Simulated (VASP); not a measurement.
A run of VASP 6.6.1 is set up as follows.

The input INCAR:

```
SYSTEM = Ru
PREC = Accurate ; ENCUT = 520
EDIFF = 1E-7 ; ISMEAR = -1
SIGMA = 0.05 ; LREAL = .FALSE.
LASPH = .TRUE. ; NELM = 80
ALGO = Normal ; ISIF = 2
LWAVE = .FALSE. ; LCHARG = .FALSE.
GGA = B5 ; ALDAX = 1.0
AGGAX = 1.0 ; AGGAC = 1.0
ALDAC = 0.0 ; IVDW = 12
VDW_S6 = 1.0 ; VDW_S8 = 2.6996
VDW_A1 = 0.4298 ; VDW_A2 = 4.2359
NBANDS = 21
```

File KPOINTS:

```
regular mesh
0
G
  11 11 6
  0 0 0
```

File POSCAR:

```
Ru
1.0
    2.7082529415      0.0000000000      0.0000000000
   -1.3541264708      2.3454158472      0.0000000000
    0.0000000000      0.0000000000      4.2848099375
Ru
2
Direct
    0.6666666667      0.3333333333      0.7500000000
    0.3333333333      0.6666666667      0.2500000000
```

Potentials or basis: VASP PAW PBE potentials, release 64 (Ru_pv).

Launch:

```sh
$ cat potpaw_PBE.64/Ru_pv/POTCAR > POTCAR
$ mpirun -np 1 vasp_std > vasp.out
```

(1) Estimate the pressure.

(2) Estimate the band gap on the k mesh.

(3) Predict the dispersion energy per atom.

## Answers

(1) 0.8 GPa.

(2) zero (band 14 reaches 14.80 eV, above the bottom of band 15 at 11.75 eV).

(3) -1.447 eV.

Caveat: the PAW data sets were made with another functional, which shifts forces and pressure a little; pairwise dispersion overbinds metals, which lowers pressure and volume.
